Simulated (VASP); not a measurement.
# Hg (P6/mmm) in VASP: a series of runs

The runs below take Hg through relaxation of shape and atoms at fixed volume, single point, with PBE+D3(BJ).

Everything below comes from runs of VASP 6.6.1. Logs are shortened: lines on timing, memory, paths and dates and some standing lists are left out, and cuts for length are marked.

**1. The cell of the first run**

It takes space group P6/mmm (No. 191, hexagonal). The conventional cell has a = 5.379 Å, b = 5.379 Å, c = 3.170 Å, α = 90.00°, β = 90.00°, γ = 120.00°. Hg (site symmetry -6m2) has 11 Hg at 3.11 to 3.49 Å within 4.1 Å. Within 4.2 Å of Hg (site symmetry 6/mmm) lie 14 Hg at 3.17 to 3.49 Å.

**2. Relaxation of shape and atoms at fixed volume, PBE+D3(BJ) (volume scaled by 1.03)**

File INCAR:

```
ALGO = Normal ; EDIFF = 1E-6
EDIFFG = -0.01 ; ENCUT = 600
GGA = PE ; IBRION = 2
ISIF = 4 ; ISMEAR = 0
IVDW = 12 ; LASPH = T
LCHARG = F ; LREAL = F
LWAVE = F ; NELM = 100
NSW = 50 ; PREC = Accurate
SIGMA = 0.1
```

File KPOINTS:

```
k-points
0
Gamma
  9 9 14
```

File POSCAR:

```
Hg
1.0
    5.3788795333      0.0000000000      0.0000000000
   -2.6894397666      4.6582463197      0.0000000000
    0.0000000000      0.0000000000      3.1699860249
Hg
3
Direct
    0.3333333333      0.6666666667      0.5000000000
    0.0000000000      0.0000000000      0.0000000000
    0.6666666667      0.3333333333      0.5000000000
```

Potentials or basis: VASP PAW PBE potentials, release 64 (Hg).

On the command line:

```sh
cat potpaw_PBE.64/Hg/POTCAR > POTCAR
mpirun -np 1 vasp_std > vasp.out
```

OUTCAR:

```text
EDIFF = 1E-6
   EDIFFG = -0.01
   ENCUT = 600
   GGA = PE
   IBRION = 2
   ISIF = 4
   ISMEAR = 0
   IVDW = 12
   LASPH = T
   LREAL = F
   NELM = 100
   NSW = 50
   PREC = Accurate
 IVDW          = 12

 ion  position               nearest neighbor table
   1  0.333  0.667  0.500-   3 3.11   3 3.11   3 3.11   2 3.49   2 3.49   2 3.49   2 3.49   2 3.49
                             2 3.49
   2  0.000  0.000  0.000-   1 3.49   3 3.49   1 3.49   3 3.49   1 3.49   1 3.49   3 3.49   3 3.49
                             3 3.49   3 3.49   1 3.49   1 3.49
   3  0.667  0.333  0.500-   1 3.11   1 3.11   1 3.11   2 3.49   2 3.49   2 3.49   2 3.49   2 3.49
                             2 3.49

  LATTYP: Found a hexagonal cell.
 ALAT       =     5.3788795333
 C/A-ratio  =     0.5893394721

  Lattice vectors:

 A1 = (   5.3788795333,   0.0000000000,   0.0000000000)
 A2 = (  -2.6894397666,   4.6582463197,   0.0000000000)
 A3 = (   0.0000000000,   0.0000000000,   3.1699860249)

Analysis of symmetry for initial positions (statically):
=====================================================================
 Subroutine PRICEL returns:
 Original cell was already a primitive cell.

 Routine SETGRP: Setting up the symmetry group for a
 hexagonal supercell.

 Subroutine GETGRP returns: Found 24 space group operations
 (whereof 24 operations were pure point group operations)
 out of a pool of 24 trial point group operations.

The static configuration has the point symmetry D_6h.

Analysis of symmetry for dynamics (positions and initial velocities):
=====================================================================
 Subroutine PRICEL returns:
 Original cell was already a primitive cell.

 Routine SETGRP: Setting up the symmetry group for a
 hexagonal supercell.

 Subroutine GETGRP returns: Found 24 space group operations
 (whereof 24 operations were pure point group operations)
 out of a pool of 24 trial point group operations.

The dynamic configuration has the point symmetry D_6h.

 Subroutine INISYM returns: Found 24 space group operations
 (whereof 24 operations are pure point group operations),
 and found     1 'primitive' translations

----------------------------------------------------------------------------------------

                                     Primitive cell

  volume of cell :      79.4276

  direct lattice vectors                    reciprocal lattice vectors
     5.378879533  0.000000000  0.000000000     0.185912325  0.107336531  0.000000000
[... 89 lines left out ...]
   LREAL  =      F    real-space projection
   EDIFFG = -.1E-01   stopping-criterion for IOM
   NSW    =     50    number of steps for IOM
   IBRION =      2    ionic relax: 0-MD 1-quasi-New 2-CG
   NFREE  =      1    steps in history (QN), initial steepest desc. (CG)
   ISIF   =      4    stress and relaxation
   ISYM   =      2    0-nonsym 1-usesym 2-fastsym
   POTIM  = 0.5000    time-step for ionic-motion
   TEBEG  =    0.0;   TEEND  =   0.0 temperature during run
   PSTRESS=    0.0 pullay stress
   NELECT =      36.0000    total number of electrons
   NUPDOWN=      -1.0000    fix difference up-down
   EMIN   =  10.00;   EMAX   =-10.00  energy-range for DOS
   EFERMI =   0.00;   METHOD = LEGACY
   ISMEAR =     0;   SIGMA  =   0.10  broadening in eV -4-tet -1-fermi 0-gaus
   EFERMI_NEDOS =   21; number of points for ismear=-14 and -15
   IALGO  =     38    algorithm
   IMIX   =      4    mixing-type and parameters
     AMIX     =   0.40;   BMIX     =  1.00
     AMIX_MAG =   1.60;   BMIX_MAG =  1.00
  volume/ion in A,a.u.               =      26.48       178.67
  Fermi-wavevector in a.u.,A,eV,Ry     =   1.257530  2.376388 21.516015  1.581382
  Thomas-Fermi vector in A             =   2.391185
   LORBIT       =      0    0 simple, 1 ext, 2 COOP (PROOUT), +10 PAW based schemes
   GGA     = PE    functional components
   LHFCALC =     F    Hartree Fock is set to
   AEXX    =    0.0000 exact exchange contribution
   IVDW    =    12    specifies the selected vdW correction
   LEPSILON=     F    determine dielectric tensor
   LRPA    =     F    only Hartree local field effects (RPA)
 conjugate gradient relaxation of ions
 non-spin polarized calculation
 Gauss-broadening in eV      SIGMA  =   0.10
  energy-cutoff  :      600.00
  volume of cell :       79.43
 maximum number of plane-waves:      2713
 NGX is ok and might be reduce to    48
   NGX = 21   NGY = 21   NGZ = 13

 number of electron      36.0000003 magnetization

 Free energy of the ion-electron system (eV)
  ---------------------------------------------------
  ext. energy  EPLUGINS =         0.00000000
  ---------------------------------------------------
  free energy    TOTEN  =        -0.49481893 eV

  energy without entropy =       -0.49306250  energy(sigma->0) =       -0.49394071

 E-fermi :   1.9551     XC(G=0): -10.2244

 val. band max:        1.9474496736   @ k =   0.0000   0.0000   0.2857
 cond. band min:       2.0259065476   @ k =   0.2222   0.2222   0.4286
 fundamental gap:      0.0784568739
 Fermi energy:         1.9550876333

 k-point     1 :       0.0000    0.0000    0.0000
  band No.  band energies     occupation
      1      -6.2880      2.00000
      2      -5.6045      2.00000
      3      -5.1672      2.00000
      4      -4.9891      2.00000
      5      -4.8240      2.00000
      6      -4.8240      2.00000
[... 589 lines left out ...]
     21       5.5519      0.00000
     22      11.5823      0.00000

 [... further k-points ...]

------------------------ aborting loop because EDIFF is reached ----------------------------------------

 Edisp (eV)   -1.18897

 E8    (eV) :    -0.5403

  FORCE on cell =-STRESS in cart. coord.  units (eV):
  Direction    XX          YY          ZZ          XY          YZ          ZX
  --------------------------------------------------------------------------------------
  -------------------------------------------------------------------------------------
  Total      -0.21325    -0.21325    -0.20028    -0.00000    -0.00000     0.00000
  in kB      -4.30149    -4.30149    -4.03991    -0.00000    -0.00000     0.00000
  external pressure =       -4.21 kB  Pullay stress =        0.00 kB

 VOLUME and BASIS-vectors are now :
 -----------------------------------------------------------------------------
  energy-cutoff  :      600.00
  volume of cell :       79.43
      direct lattice vectors                 reciprocal lattice vectors
     5.378879533  0.000000000  0.000000000     0.185912325  0.107336531  0.000000000
    -2.689439767  4.658246320  0.000000000     0.000000000  0.214673062  0.000000000
     0.000000000  0.000000000  3.169986025     0.000000000  0.000000000  0.315458804

 POSITION                                       TOTAL-FORCE (eV/Angst)
 -----------------------------------------------------------------------------------
     -0.00000      3.10550      1.58499         0.000000     -0.000000     -0.000000
      0.00000      0.00000      0.00000         0.000000      0.000000     -0.000000
      2.68944      1.55275      1.58499        -0.000000      0.000000      0.000000
 -----------------------------------------------------------------------------------
    total drift:                               -0.000000      0.000000     -0.000000

  FREE ENERGIE OF THE ION-ELECTRON SYSTEM (eV)
  ---------------------------------------------------
  free  energy   TOTEN  =        -1.6837908290 eV

  energy  without entropy=       -1.6820343922  energy(sigma->0) =       -1.68291261

 reached required accuracy - stopping structural energy minimisation
```

OSZICAR:

```text
N       E                     dE             d eps       ncg     rms          rms(c)
DAV:   1     0.312917787007E+03    0.31292E+03   -0.20051E+04  4224   0.175E+03
DAV:   2     0.949430431976E+01   -0.30342E+03   -0.29040E+03  4344   0.417E+02
DAV:   3    -0.515257379449E+00   -0.10010E+02   -0.99286E+01  4770   0.817E+01
DAV:   4    -0.559435992242E+00   -0.44179E-01   -0.44174E-01  4482   0.471E+00
DAV:   5    -0.559560052860E+00   -0.12406E-03   -0.12406E-03  4974   0.244E-01    0.451E+00
DAV:   6    -0.497655746131E+00    0.61904E-01   -0.18092E-01  4470   0.443E+00    0.345E+00
DAV:   7    -0.494523823884E+00    0.31319E-02   -0.37064E-02  4560   0.165E+00    0.141E+00
DAV:   8    -0.494747915813E+00   -0.22409E-03   -0.49900E-03  4362   0.780E-01    0.109E-01
DAV:   9    -0.494778063701E+00   -0.30148E-04   -0.10715E-04  4932   0.112E-01    0.325E-02
DAV:  10    -0.494818512572E+00   -0.40449E-04   -0.46585E-05  4344   0.623E-02    0.539E-03
DAV:  11    -0.494818931904E+00   -0.41933E-06   -0.16243E-06  3202   0.120E-02
   1 F= -.16837908E+01 E0= -.16829126E+01  d E =-.168379E+01
```

It took 58 s on 1 thread of Intel Xeon 6975P-C (Granite Rapids), shared host; peak memory 0.34 GiB.

What came out:

```
Free energy                : -1.6838 eV
Pressure after relaxing    : -0.4 GPa
Band gap on the k mesh     : zero (band 18 reaches 4.20 eV, above the bottom of band 19 at 0.93 eV)
Dispersion energy per atom : -0.396 eV
```

Final structure:
```
CELL_PARAMETERS angstrom
5.37888 0.00000 0.00000
-2.68944 4.65825 0.00000
0.00000 0.00000 3.16999
ATOMIC_POSITIONS crystal
Hg 0.33333 0.66667 0.50000
Hg 0.00000 0.00000 0.00000
Hg 0.66667 0.33333 0.50000
```

Caveat: the cell differs from its parent crystal (volume scaled by 1.03); the relaxation stopped at its first step, so nothing moved; spin-orbit coupling is left out, which moves the levels of the heavy elements; pairwise dispersion overbinds metals, which lowers pressure and volume.

**3. Single point, PBE+D3(BJ)**

This run uses another cell than the first one, of 25.61 Å³/atom, 0.967 times its volume.

File INCAR:

```
PREC     = Accurate       # precision mode
ENCUT    = 520            # plane-wave cutoff, eV
EDIFF    = 1E-7           # SCF threshold, eV
ISMEAR   = 0              # smearing method
SIGMA    = 0.1            # smearing width, eV
LREAL    = F              # projectors in reciprocal space
LASPH    = T              # aspherical terms in the spheres
NELM     = 100            # most SCF steps
ALGO     = Normal         # electronic algorithm
ISIF     = 2              # what is computed and relaxed
LWAVE    = F              # write WAVECAR
LCHARG   = T              # write CHGCAR
GGA      = PE             # functional
IVDW     = 12             # dispersion correction
LELF     = T              # ELF
LVHAR    = T            
NBANDS   = 25             # bands
```

File KPOINTS:

```
regular mesh
0
Gamma
  6 6 6
```

File POSCAR:

```
Hg
1.0
    5.3526066616      0.0000000000      0.0000000000
   -2.6763033308      4.6354933454      0.0000000000
    0.0000000000      0.0000000000      3.0969184761
Hg
3
Direct
    0.3333333333      0.6666666667      0.5000000000
    0.0000000000      0.0000000000      0.0000000000
    0.6666666667      0.3333333333      0.5000000000
```

Potentials or basis: VASP PAW PBE potentials, release 64 (Hg).

On the command line:

```sh
cat potpaw_PBE.64/Hg/POTCAR > POTCAR
mpirun -np 1 vasp_std > vasp.out
```

Run time: 15 s. Hardware: 1 thread of Intel Xeon 6975P-C (Granite Rapids), shared host; peak memory 0.21 GiB.

The run converged. Its results:

| Property | Result |
| --- | --- |
| Free energy | -1.7017 eV |
| Pressure | 0.2 GPa |
| Band gap on the k mesh | zero (band 18 reaches 4.69 eV, above the bottom of band 19 at 0.95 eV) |
| Dispersion energy per atom | -0.410 eV |

Stress tensor (GPa, compression positive):
```
 0.38  0.00  0.00
 0.00  0.38  0.00
 0.00  0.00 -0.16
```

Levels at points of the mesh, in eV from the Fermi level:
| k point | band 15 | band 16 | band 17 | band 18 | band 19 | band 20 | band 21 | band 22 |
| --- | --- | --- | --- | --- | --- | --- | --- | --- |
| (0.00, 0.00, 0.00) | -5.55 | -5.55 | -1.16 | -0.79 | 1.96 | 1.96 | 2.02 | 2.02 |
| (0.50, 0.00, 0.00) | -5.55 | -5.40 | -5.19 | -1.56 | -1.00 | 6.09 | 6.11 | 8.11 |
| (0.00, 0.00, 0.50) | -5.25 | -2.87 | -2.46 | 2.74 | 3.41 | 3.52 | 3.84 | 4.40 |
| (0.50, 0.00, 0.50) | -5.41 | -1.43 | -1.28 | -0.64 | -0.20 | 2.37 | 2.69 | 3.55 |

Caveat: spin-orbit coupling is left out, which moves the levels of the heavy elements; pairwise dispersion overbinds metals, which lowers pressure and volume.

**4. Single point, PBE+D3(BJ)**

This run uses another cell than the first one, of 25.70 Å³/atom, 0.971 times its volume.

INCAR, as its differences from that of step 3:

```diff
@@ -11,7 +11,5 @@
 LWAVE    = F              # write WAVECAR
-LCHARG   = T              # write CHGCAR
+LCHARG   = F              # write CHGCAR
 GGA      = PE             # functional
 IVDW     = 12             # dispersion correction
-LELF     = T              # ELF
-LVHAR    = T            
 NBANDS   = 25             # bands
```

File KPOINTS:

```
Automatic mesh
0
Gamma
  9 9 14
```

File POSCAR:

```
Hg
1.0
    5.3261420240      0.0000000000      0.0000000000
   -2.6630710120      4.6125742970      0.0000000000
    0.0000000000      0.0000000000      3.1389057290
Hg
3
Direct
    0.3333333333      0.6666666667      0.5000000000
    0.0000000000      0.0000000000      0.0000000000
    0.6666666667      0.3333333333      0.5000000000
```

On the command line:

```sh
cat potpaw_PBE.64/Hg/POTCAR > POTCAR
mpirun -np 1 vasp_std > vasp.out
```

Run time: 96 s. Hardware: 1 thread of Intel Xeon Platinum 8488C (Sapphire Rapids), shared host; peak memory 0.28 GiB.

The run converged. Its results:

```
Free energy                : -1.6845 eV
Pressure                   : 0.2 GPa
Band gap on the k mesh     : zero (band 18 reaches 4.61 eV, above the bottom of band 19 at 1.03 eV)
Dispersion energy per atom : -0.408 eV
```

Levels at points of the mesh, in eV from the Fermi level:
```tsv
k point	band 14	band 15	band 16	band 17	band 18	band 19	band 20	band 21	band 22	band 23
(0.00, 0.00, 0.00)	-6.25	-5.75	-5.75	-1.26	-0.86	1.84	1.84	1.91	1.91	8.36
(0.00, 0.00, 0.50)	-5.86	-5.48	-3.23	-2.78	2.49	3.23	3.36	3.72	4.16	4.16
```

Caveat: spin-orbit coupling is left out, which moves the levels of the heavy elements; pairwise dispersion overbinds metals, which lowers pressure and volume.

**5. Summary**

| task | cell | k mesh | cutoff (eV) | gap on the mesh (eV) | pressure (GPa) |
| --- | --- | --- | --- | --- | --- |
| relaxation of shape and atoms at fixed volume | relaxed from a = 5.379, b = 5.379, c = 3.170 Å, angles 90.0, 90.0, 120.0°, 3 atoms | 9 × 9 × 14 | 600 | none | -0.4 |
| single point | a = 5.353, b = 5.353, c = 3.097 Å, angles 90.0, 90.0, 120.0°, 3 atoms | 6 × 6 × 6 | 520 | none | 0.2 |
| single point | a = 5.326, b = 5.326, c = 3.139 Å, angles 90.0, 90.0, 120.0°, 3 atoms | 9 × 9 × 14 | 520 | none | 0.2 |

Alike in all rows: level PBE+D3(BJ); potentials or basis VASP PAW PBE potentials, release 64 (Hg); no spin polarisation; smearing gaussian 0.1 eV.

Caveats: spin-orbit coupling is left out, which moves the levels of the heavy elements; pairwise dispersion overbinds metals, which lowers pressure and volume; the relaxation stopped at its first step, so nothing moved (some runs).

Absolute energies hang on the potentials; compare differences alone.
